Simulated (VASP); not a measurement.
**Li3H2: relaxation of cell and atoms with PBE**

The system is Li3H2.

```
Li H
1.0
     2.44605   -1.42011    0.00000
     2.44605    1.42011    0.00000
    -0.05774    0.00000    7.30189
Li H
3 2
Direct
  0.00000 0.00000 0.50000
  0.33079 0.33079 0.17944
  0.66921 0.66921 0.82056
  0.66511 0.66511 0.33665
  0.33489 0.33489 0.66335
```

```json
{"Program": "VASP 6.6.1", "Task": "relaxation of cell and atoms", "Functional": "PBE", "Potentials or basis": "VASP PAW PBE potentials, release 64 (Li_sv, H)", "Cutoff": "600 eV", "k mesh": "12 × 12 × 4", "Occupations": "gaussian, width 0.1 eV", "Spin": "no spin polarisation", "Dipole correction": "no", "Further INCAR settings": "ALGO = Normal; EDIFF = 1e-06; IBRION = 2; EDIFFG = -0.01; NSW = 100; ISIF = 3"}
```

```
Relaxed volume                        : 10.08 Å³/atom
Relaxed cell                          : a = 2.823 Å, b = 2.823 Å, c = 7.290 Å, α = 90.34°, β = 90.34°, γ = 60.15°
Space group after relaxing (to 0.1 Å) : P-3m1 (No. 164)
Energy gained by relaxing             : 0.1 meV/atom
Ionic steps                           : 3
Pressure after relaxing               : 0.0 GPa
Largest force after relaxing          : 0.004 eV/Å
Band gap on the k mesh                : zero (an odd number of electrons rules out a gap without spin polarisation)
```

Forces in eV/Å, atoms in the order of the input:
```
Li   0.000  0.000  0.000
Li   0.001  0.000 -0.002
Li  -0.001  0.000  0.002
H    0.002  0.000  0.003
H   -0.002  0.000 -0.003
```

Stress tensor (GPa, compression positive):
```
 0.06  0.00  0.04
 0.00 -0.06  0.00
 0.04  0.00  0.00
```

Step by step:
```tsv
step	energy change (eV)	largest force (eV/Å)	pressure (GPa)	volume (Å³)
1	0.0000	0.0111	-0.18	50.73
2	-0.0001	0.0078	-0.14	50.65
3	-0.0003	0.0038	0.00	50.40
```

Final structure:
```
CELL_PARAMETERS angstrom
2.44330 -1.41483 0.00128
2.44330 1.41483 0.00128
-0.05384 0.00000 7.28937
ATOMIC_POSITIONS crystal
Li 0.00000 0.00000 0.50000
Li 0.33083 0.33083 0.17973
Li 0.66917 0.66917 0.82027
H 0.66519 0.66519 0.33670
H 0.33481 0.33481 0.66330
```

Levels at points of the mesh, in eV from the Fermi level:
| k point | band 4 | band 5 | band 6 | band 7 | band 8 | band 9 |
| --- | --- | --- | --- | --- | --- | --- |
| (0.00, 0.00, 0.00) | -7.76 | -6.47 | -2.67 | 4.27 | 4.57 | 11.61 |
| (0.50, 0.00, 0.00) | -4.94 | -3.85 | 0.50 | 1.41 | 3.08 | 3.41 |
| (0.50, 0.50, 0.00) | -4.92 | -3.84 | 0.57 | 1.43 | 3.07 | 3.41 |
| (0.00, 0.00, 0.50) | -7.71 | -6.60 | -2.31 | 2.06 | 8.86 | 9.65 |
| (0.50, 0.00, 0.50) | -4.95 | -3.81 | 0.05 | 2.12 | 3.08 | 3.93 |
| (0.50, 0.50, 0.50) | -4.94 | -3.79 | 0.06 | 2.15 | 3.16 | 3.96 |

It took 76 s on 1 thread of AMD EPYC 9R45 96-Core Processor (Zen 5) (shared host), peak memory 0.2 GiB.

Caveat: the cutoff is under 1.25 times the usual one of these potentials, so pressure, stress and relaxed cells hold a basis-set (Pulay) error.
